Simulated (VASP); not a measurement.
Input of a VASP 6.6.1 run:

INCAR

```
PREC     = Accurate       # precision mode
ENCUT    = 520            # plane-wave cutoff, eV
EDIFF    = 1E-6           # SCF threshold, eV
ISMEAR   = 0              # smearing method
SIGMA    = 0.15           # smearing width, eV
LREAL    = F              # projectors in reciprocal space
LASPH    = T              # aspherical terms in the spheres
NELM     = 80             # most SCF steps
ALGO     = Normal         # electronic algorithm
ISIF     = 2              # what is computed and relaxed
LWAVE    = F              # write WAVECAR
LCHARG   = T              # write CHGCAR
GGA      = PE             # functional
IVDW     = 12             # dispersion correction
LELF     = T              # ELF
LVHAR    = T            
NBANDS   = 14             # bands
```

KPOINTS

```
regular mesh
0
Gamma
  18 18 4
```

File POSCAR:

```
Al
1.0
    2.6174000000      0.0000000000      0.0000000000
   -1.3087000000      2.2667348919      0.0000000000
    0.0000000000      0.0000000000      7.2450000000
Al
4
Direct
    0.0000000000      0.0000000000      0.0000000000
    0.3333333333      0.6666666667      0.2500000000
    0.0000000000      0.0000000000      0.5000000000
    0.6666666667      0.3333333333      0.7500000000
```

Potentials or basis: VASP PAW PBE potentials, release 64 (Al).

Launch:

```console
$ cat potpaw_PBE.64/Al/POTCAR > POTCAR
$ mpirun -np 1 vasp_std > vasp.out
```

Question: What does it give for the dispersion energy per atom?

Answer: -0.525 eV.

Question: What does it give for the band gap on the k mesh?

Answer: Zero (bands 6 and 7 overlap by 10.54 eV).

Stress tensor (GPa, compression positive):
```
 63.45   0.00   0.00
  0.00  63.45   0.00
  0.00   0.00 122.11
```

Caveat: the stress differs along the axes, from 63 to 122 GPa.
